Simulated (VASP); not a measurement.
A run of VASP 6.6.1 is set up as follows.

Contents of INCAR:

```
SYSTEM = Mo3HS6
PREC = Accurate ; ENCUT = 520
EDIFF = 1E-6 ; ISMEAR = 0
SIGMA = 0.1 ; LREAL = .False.
LASPH = .True. ; NELM = 80
ALGO = Normal ; ISIF = 2
LWAVE = .False. ; LCHARG = .False.
LDIPOL = .True. ; IDIPOL = 3
DIPOL = 0.5 0.5 0.476 ; GGA = PS
NBANDS = 50 ; ISYM = 0
```

File KPOINTS:

```
Automatic mesh
0
Gamma
  10 5 1
  0 0 0
```

File POSCAR:

```
Mo3HS6
1.0
    3.1204068985      0.0000000000      0.0000000000
   -1.5602034492      6.1523257957      0.0000000000
    0.0000000000      0.0000000000     25.6597815141
S Mo H
6 3 1
Direct
    0.8927222995      0.7854433174      0.3312576919
    0.1715897680      0.3431782543      0.3824398182
    0.4248776924      0.8497541032      0.4354374436
    0.7047333470      0.4094654124      0.4861970894
    0.9628709171      0.9257405526      0.5411345583
    0.1730196972      0.3460381128      0.6172031673
    0.5321560338      0.0643107859      0.3568487551
    0.0634221066      0.1268429315      0.4560351157
    0.6028616923      0.2057221030      0.5588565878
    1.0063530305      1.0127047794      0.5950714036
```

Potentials or basis: VASP PAW PBE potentials, release 64 (S, Mo_sv, H).

Command:

```bash
$ cat potpaw_PBE.64/S/POTCAR potpaw_PBE.64/Mo_sv/POTCAR potpaw_PBE.64/H/POTCAR > POTCAR
$ mpirun -np 1 vasp_std > vasp.out
```

(1) Estimate the largest force.

(2) Predict the band gap on the k mesh.

Results:

(1) 4.129 eV/Å.

(2) zero (an odd number of electrons rules out a gap without spin polarisation).

Caveat: the PAW data sets were made with another functional, which shifts forces and pressure a little; an odd number of electrons without spin polarisation forces a metal; a magnetic or distorted state may lie lower.
